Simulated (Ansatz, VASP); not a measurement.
As: VASP beside Ansatz

```
As
1.0
     3.56506    0.00000    0.00000
    -1.78253    3.08743    0.00000
     0.00000    0.00000   26.60000
As
2
Direct
  0.33333 0.66667 0.26307
  0.66667 0.33333 0.31588
```

Alike in both runs: functional revPBE; dispersion D3(BJ); k mesh 12 × 12 × 1; occupations gaussian, width 0.03 eV; no spin polarisation.

Ansatz relaxed the structure, and its values are those at the end. VASP's run is a single point on that final structure, the one shown.

|  | VASP | Ansatz |
| --- | --- | --- |
| version | VASP 6.6.1 | Ansatz 0.2.0 |
| potentials or method | VASP PAW PBE potentials, release 64 (As), cutoff 400 eV | scalar-relativistic, plane waves, PAW |
| valence electrons in the cell | 10 | 30 |

Ansatz gave:

| Property | Result |
| --- | --- |
| gap on the k mesh at the Fermi level (eV) | 1.55 |
| least direct gap on the mesh (eV) | 2.12 |
| rms of the force components (eV/Å) | 0.000 |

**Question.** Which values does VASP return?

**Answer.** gap on the k mesh at the Fermi level (eV): 1.56; least direct gap on the mesh (eV): 2.11; rms of the force components (eV/Å): 0.046.

VASP's potentials were made for PBE, not for revPBE. VASP's potentials hold 10 valence electrons a cell and Ansatz's 30, so a difference there can come from the potentials and not from the codes. Ansatz's warnings: slab cell height set, structure snapped to symmetry.
